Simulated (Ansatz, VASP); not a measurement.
One calculation of Sb, two programs

```
Sb
1.0
     3.25480    0.00000    0.00000
     0.00000    3.25480    0.00000
     0.00000    0.00000    3.16000
Sb
1
Direct
  0.00000 0.00000 0.00000
```

Change from the starting cell: equal xx and yy strain of +3 %, crystal datasets.

Alike in both runs: task electric field gradients; functional PBEsol; k mesh 13 × 13 × 13; occupations fermi-dirac, width 0.05 eV; no spin polarisation.

|  | VASP | Ansatz |
| --- | --- | --- |
| version | VASP 6.6.1 | Ansatz 0.2.0 |
| potentials or method | VASP PAW PBE potentials, release 64 (Sb), cutoff 520 eV | all-electron PAW with datasets made for the crystal, scalar-relativistic |

```tsv
	VASP	Ansatz	Ansatz less VASP
pressure (GPa)	-6.8	-6.8	0.00
traceless stress, the component that is largest in VASP (GPa)	2.09	2.08	-0.013
size of Vzz on the site where it differs most (V/Å²)	10.7	9.4	-1.34
```

VASP's potentials were made for PBE, not for PBEsol. Ansatz ran all-electron here, and VASP with PAW potentials.

Spin-orbit coupling is off throughout.
